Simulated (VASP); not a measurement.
# Si2Mo (I4/mmm) in VASP: notebook, part 2 of 2

VASP 6.6.1.

### 4 Single point, PBEsol (strain +0.000 along x and y, +0.050 along z)

File INCAR:

```
  ALGO = Normal
  EDIFF = 1E-6
  ENCUT = 520
  GGA = PS
  ISIF = 2
  ISMEAR = 0
  LASPH = T
  LCHARG = T
  LELF = T
  LREAL = F
  LVHAR = T
  LWAVE = F
  NBANDS = 18
  NELM = 100
  PREC = Accurate
  SIGMA = 0.15
```

File KPOINTS:

```
k-points
0
Gamma
  20 20 20
```

File POSCAR:

```
Si2Mo
1.0
   -1.5950350805      1.5950350805      4.1062266000
    1.5950350805     -1.5950350805      4.1062266000
    1.5950350805      1.5950350805     -4.1062266000
Si Mo
2 1
Direct
    0.3350596655      0.3350596655      0.0000000000
    0.6649403345      0.6649403345      0.0000000000
    0.0000000000      0.0000000000      0.0000000000
```

Potentials or basis: VASP PAW PBE potentials, release 64 (Si, Mo_sv).

Started as:

```bash
> cat potpaw_PBE.64/Si/POTCAR potpaw_PBE.64/Mo_sv/POTCAR > POTCAR
> mpirun -np 1 vasp_std > vasp.out
```

OUTCAR:

```text
EDIFF = 1E-6
   ENCUT = 520
   GGA = PS
   ISIF = 2
   ISMEAR = 0
   LASPH = T
   LREAL = F
   NELM = 100
   PREC = Accurate

 ion  position               nearest neighbor table
   1  0.335  0.335  0.000-   3 2.63   3 2.63   3 2.63   3 2.63   2 2.65   2 2.65   2 2.65   2 2.65
                             2 2.71   3 2.75
   2  0.665  0.665  0.000-   3 2.63   3 2.63   3 2.63   3 2.63   1 2.65   1 2.65   1 2.65   1 2.65
                             1 2.71   3 2.75
   3  0.000  0.000  0.000-   2 2.63   2 2.63   2 2.63   1 2.63   2 2.63   1 2.63   1 2.63   1 2.63
                             1 2.75   2 2.75

  LATTYP: Found a body centered tetragonal cell.
 ALAT       =     3.1900701610
 C/A-ratio  =     2.5743801188

  Lattice vectors:

 A1 = (  -1.5950350805,   1.5950350805,   4.1062266000)
 A2 = (   1.5950350805,  -1.5950350805,   4.1062266000)
 A3 = (   1.5950350805,   1.5950350805,  -4.1062266000)

Analysis of symmetry for initial positions (statically):
=====================================================================
 Subroutine PRICEL returns:
 Original cell was already a primitive cell.

 Routine SETGRP: Setting up the symmetry group for a
 body centered tetragonal supercell.

 Subroutine GETGRP returns: Found 16 space group operations
 (whereof 16 operations were pure point group operations)
 out of a pool of 16 trial point group operations.

The static configuration has the point symmetry D_4h.

Analysis of symmetry for dynamics (positions and initial velocities):
=====================================================================
 Subroutine PRICEL returns:
 Original cell was already a primitive cell.

 Routine SETGRP: Setting up the symmetry group for a
 body centered tetragonal supercell.

 Subroutine GETGRP returns: Found 16 space group operations
[... 121 lines left out ...]
   EFERMI_NEDOS =   21; number of points for ismear=-14 and -15
   IALGO  =     38    algorithm
   IMIX   =      4    mixing-type and parameters
     AMIX     =   0.40;   BMIX     =  1.00
     AMIX_MAG =   1.60;   BMIX_MAG =  1.00
  volume/ion in A,a.u.               =      13.93        94.00
  Fermi-wavevector in a.u.,A,eV,Ry     =   1.321908  2.498044 23.775379  1.747441
  Thomas-Fermi vector in A             =   2.451628
   LORBIT       =      0    0 simple, 1 ext, 2 COOP (PROOUT), +10 PAW based schemes
   GGA     = PS    functional components
   LHFCALC =     F    Hartree Fock is set to
   AEXX    =    0.0000 exact exchange contribution
   IVDW    =     0    specifies the selected vdW correction
   LEPSILON=     F    determine dielectric tensor
   LRPA    =     F    only Hartree local field effects (RPA)
 non-spin polarized calculation
 Gauss-broadening in eV      SIGMA  =   0.15
  energy-cutoff  :      520.00
  volume of cell :       41.79
 maximum number of plane-waves:      1142
   NGX = 17   NGY = 17   NGZ = 17

 number of electron      22.0000001 magnetization

 Free energy of the ion-electron system (eV)
  ---------------------------------------------------
  ext. energy  EPLUGINS =         0.00000000
  ---------------------------------------------------
  free energy    TOTEN  =       -24.94304092 eV

  energy without entropy =      -24.93814023  energy(sigma->0) =      -24.94059058

 E-fermi :  11.7056     XC(G=0): -12.3367

 val. band max:       11.6877793385   @ k =  -0.4500  -0.4500   0.4000
 cond. band min:      11.7061410816   @ k =  -0.4000  -0.4500   0.4000
 fundamental gap:      0.0183617431
 Fermi energy:        11.7056355533

 k-point     1 :       0.0000    0.0000    0.0000
  band No.  band energies     occupation
      1     -49.0260      2.00000
      2     -23.2182      2.00000
      3     -23.0865      2.00000
      4     -23.0865      2.00000
      5      -1.5279      2.00000
      6       5.3887      2.00000
[... 481 lines left out ...]
      5       0.4884      2.00000
      6       4.2340      2.00000
[... 10 lines left out ...]
     17      18.5350      0.00000
     18      20.3207      0.00000

 [... further k-points ...]

------------------------ aborting loop because EDIFF is reached ----------------------------------------

  FORCE on cell =-STRESS in cart. coord.  units (eV):
  Direction    XX          YY          ZZ          XY          YZ          ZX
  --------------------------------------------------------------------------------------
  -------------------------------------------------------------------------------------
  Total       -1.0474418     -1.0474418     -5.4444319      0.0000000     -0.0000000     -0.0000000
  in kB      -40.1603152    -40.1603152   -208.7467718      0.0000000     -0.0000000     -0.0000000
  external PRESSURE =     -96.3558007 kB  Pullay stress =       0.0000000 kB

 VOLUME and BASIS-vectors are now :
 -----------------------------------------------------------------------------
  energy-cutoff  :      520.00
  volume of cell :       41.79
      direct lattice vectors                 reciprocal lattice vectors
    -1.595035080  1.595035080  4.106226600     0.000000000  0.313472729  0.121766295
     1.595035080 -1.595035080  4.106226600     0.313472729  0.000000000  0.121766295
     1.595035080  1.595035080 -4.106226600     0.313472729  0.313472729  0.000000000

 POSITION                                       TOTAL-FORCE (eV/Angst)
 -----------------------------------------------------------------------------------
      0.00000      0.00000      2.75166        -0.000000     -0.000000      0.198286
      0.00000      0.00000      5.46079         0.000000      0.000000     -0.198286
      0.00000      0.00000      0.00000        -0.000000     -0.000000      0.000000
 -----------------------------------------------------------------------------------
    total drift:                               -0.000000      0.000000      0.000000

  FREE ENERGIE OF THE ION-ELECTRON SYSTEM (eV)
  ---------------------------------------------------
  free  energy   TOTEN  =       -24.9430409164 eV

  energy  without entropy=      -24.9381402339  energy(sigma->0) =      -24.94059058
```

OSZICAR:

```text
N       E                     dE             d eps       ncg     rms          rms(c)
DAV:   1     0.117106029629E+03    0.11711E+03   -0.11186E+04 23116   0.115E+03
DAV:   2    -0.228055553703E+02   -0.13991E+03   -0.13708E+03 27762   0.295E+02
DAV:   3    -0.259231606762E+02   -0.31176E+01   -0.30763E+01 28774   0.388E+01
DAV:   4    -0.259418117738E+02   -0.18651E-01   -0.18619E-01 27098   0.321E+00
DAV:   5    -0.259419423861E+02   -0.13061E-03   -0.13061E-03 26790   0.284E-01    0.206E+01
DAV:   6    -0.251703347305E+02    0.77161E+00   -0.65327E+00 24406   0.160E+01    0.432E+00
DAV:   7    -0.249926135236E+02    0.17772E+00   -0.12867E+00 24100   0.639E+00    0.432E+00
DAV:   8    -0.249448690109E+02    0.47745E-01   -0.13957E-01 24854   0.260E+00    0.541E-01
DAV:   9    -0.249432108072E+02    0.16582E-02   -0.32648E-03 28440   0.404E-01    0.261E-01
DAV:  10    -0.249430622592E+02    0.14855E-03   -0.80032E-04 25390   0.230E-01    0.657E-02
DAV:  11    -0.249430462858E+02    0.15973E-04   -0.24536E-04 24878   0.112E-01    0.498E-02
DAV:  12    -0.249430410851E+02    0.52007E-05   -0.26639E-05 24666   0.367E-02    0.124E-02
DAV:  13    -0.249430409164E+02    0.16880E-06   -0.47546E-07 13190   0.544E-03
   1 F= -.24943041E+02 E0= -.24940591E+02  d E =-.490068E-02
```

Run time: 7.1 min. Hardware: 1 thread of AMD EPYC 9R45 (Zen 5), shared host; peak memory 0.53 GiB.

What came out:

* Free energy: -24.9430 eV
* Pressure: -9.6 GPa
* Largest force: 0.198 eV/Å
* Band gap on the k mesh: zero (bands 11 and 12 overlap by 0.92 eV)

Forces in eV/Å, atoms in the order of the input:
```
Si   0.000  0.000  0.198
Si   0.000  0.000 -0.198
Mo   0.000  0.000  0.000
```

Caveat: the cell differs from its parent crystal (strain +0.000 along x and y, +0.050 along z); the stress differs along the axes, from -21 to -4 GPa; the PAW data sets were made with another functional, which shifts forces and pressure a little.

### 5 The runs side by side

| cell | gap on the mesh (eV) | pressure (GPa) | largest force (eV/Å) |
| --- | --- | --- | --- |
| a = 4.600 Å, angles 139.4, 139.4, 58.7°, 3 atoms | none | -5.1 | 0.10 |
| a = 4.406 Å, angles 135.3, 135.3, 65.0°, 3 atoms | none | -5.0 | 0.03 |
| a = 4.685 Å, angles 140.2, 140.2, 57.6°, 3 atoms | none | -9.6 | 0.20 |

Alike in all rows: task single point; level PBEsol; potentials or basis VASP PAW PBE potentials, release 64 (Si, Mo_sv); no spin polarisation; k mesh 20 × 20 × 20; cutoff (eV) 520; smearing gaussian 0.15 eV.

Caveats: the PAW data sets were made with another functional, which shifts forces and pressure a little; the stress differs along the axes, from -12 to -2 GPa (at least some runs); the stress differs along the axes, from -18 to 21 GPa (at least some runs); the stress differs along the axes, from -21 to -4 GPa (at least some runs).

Absolute energies hang on the potentials; compare differences alone.

The gap in the log of VASP goes by the Fermi energy; the results here count the filled bands.